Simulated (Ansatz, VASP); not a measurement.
## One calculation of BN, two programs

```xyz
64
Lattice="0.0000 6.9906 4.3322 5.0065 6.9906 -4.3322 -5.0065 6.9906 -4.3322" Properties=species:S:1:pos:R:3 pbc="T T T"
B    -3.7549   10.4859   -4.3320
B    -2.5033   13.9813   -4.3320
B    -1.2516   17.4766   -4.3320
B     0.0000   13.9813   -8.6642
B    -2.5033   10.4859   -2.1659
B    -1.2516   13.9813   -2.1659
B     0.0000   10.4859   -6.4981
B     1.2516   13.9813   -6.4981
B    -1.2516   10.4859    0.0002
B     0.0000    6.9906   -4.3320
B     1.2516   10.4859   -4.3320
B     2.5033   13.9813   -4.3320
B     0.0000    3.4953   -2.1659
B     1.2516    6.9906   -2.1659
B     2.5033   10.4859   -2.1659
B     3.7549   13.9813   -2.1659
B    -3.7549   13.9813   -2.1659
B    -2.5033   10.4859   -6.4981
B    -1.2516   13.9813   -6.4981
B     0.0000   17.4766   -6.4981
B    -2.5033    6.9906   -4.3320
B    -1.2516   10.4859   -4.3320
B     0.0000   13.9813   -4.3320
B     1.2516   17.4766   -4.3320
B    -1.2516    6.9906   -2.1659
B     0.0000   10.4859   -2.1659
B     1.2516   13.9813   -2.1659
B     2.5033   10.4859   -6.4981
B     0.0000    6.9906    0.0002
B     1.2516   10.4859    0.0002
B     2.5033    6.9906   -4.3320
B     3.7549   10.4859   -4.3320
N    -3.7549   10.4859   -1.4441
N    -2.5033   13.9813   -1.4441
N    -1.2516   10.4859   -5.7763
N     0.0000   13.9813   -5.7763
N    -2.5033   10.4859    0.7220
N    -1.2516    6.9906   -3.6102
N     0.0000   10.4859   -3.6102
N     1.2516   13.9813   -3.6102
N    -1.2516    3.4953   -1.4441
N     0.0000    6.9906   -1.4441
N     1.2516   10.4859   -1.4441
N     2.5033   13.9813   -1.4441
N     0.0000    3.4953    0.7220
N     1.2516    6.9906    0.7220
N     2.5033   10.4859    0.7220
N     3.7549    6.9906   -3.6102
N    -3.7549    6.9906   -3.6102
N    -2.5033   10.4859   -3.6102
N    -1.2516   13.9813   -3.6102
N     0.0000   17.4766   -3.6102
N    -2.5033    6.9906   -1.4441
N    -1.2516   10.4859   -1.4441
N     0.0000   13.9813   -1.4441
N     1.2516   10.4859   -5.7763
N    -1.2516    6.9906    0.7220
N     0.0000   10.4859    0.7220
N     1.2516    6.9906   -3.6102
N     2.5033   10.4859   -3.6102
N     0.0000    6.9906    2.8881
N     1.2516    3.4953   -1.4441
N     2.5033    6.9906   -1.4441
N     3.7549   10.4859   -1.4441
```

Alike in both runs: task single point; functional PBE; k mesh 2 × 2 × 2; occupations gaussian, width 0.05 eV; no spin polarisation.

|  | VASP | Ansatz |
| --- | --- | --- |
| version | VASP 6.6.1 | Ansatz 0.2.0 |
| potentials or method | VASP PAW PBE potentials, release 64 (B, N), cutoff 600 eV | scalar-relativistic, plane waves, PAW |
| valence electrons in the cell | 256 | 256 |

Ansatz gave:

```
gap on the k mesh at the Fermi level (eV) : 3.83
rms of the force components (eV/Å)        : 0.006
```

Estimate VASP's values.

gap on the k mesh at the Fermi level (eV): 3.82; rms of the force components (eV/Å): 0.006.

Atom by atom the forces differ by 0.000 eV/Å (rms over components). The functional is the same, so the differences come from potentials, cutoffs and numerics.

The k mesh is coarse, so the values compare programs but aren't converged.
